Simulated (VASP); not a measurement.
Here is a VASP 6.6.1 calculation.

File INCAR:

```
ALGO     = Normal         # electronic algorithm
EDIFF    = 1E-7           # SCF threshold, eV
ENCUT    = 520            # plane-wave cutoff, eV
GGA      = PE             # functional
ISIF     = 2              # what is computed and relaxed
ISMEAR   = 0              # smearing method
LASPH    = True           # aspherical terms in the spheres
LCHARG   = False          # write CHGCAR
LREAL    = False          # projectors in reciprocal space
LWAVE    = False          # write WAVECAR
NBANDS   = 12             # bands
NELM     = 80             # most SCF steps
PREC     = Accurate       # precision mode
SIGMA    = 0.02           # smearing width, eV
```

Contents of KPOINTS:

```
k-points
0
Gamma
  10 10 10
```

The input POSCAR:

```
LiF
1.0
    0.0000000000      2.0611276000      2.0611276000
    2.0611276000      0.0000000000      2.0611276000
    2.0611276000      2.0611276000      0.0000000000
Li F
1 1
Direct
    0.0000000000      0.0000000000      0.0000000000
    0.5000000000      0.5000000000      0.5000000000
```

Potentials or basis: VASP PAW PBE potentials, release 64 (Li_sv, F).

Run with:

```sh
$ cat potpaw_PBE.64/Li_sv/POTCAR potpaw_PBE.64/F/POTCAR > POTCAR
$ mpirun -np 1 vasp_std > vasp.out
```

Predict the band gap on the k mesh.

8.50 eV, direct.

Caveat: the cell differs from its parent crystal (strained). A k mesh can miss the band edges.
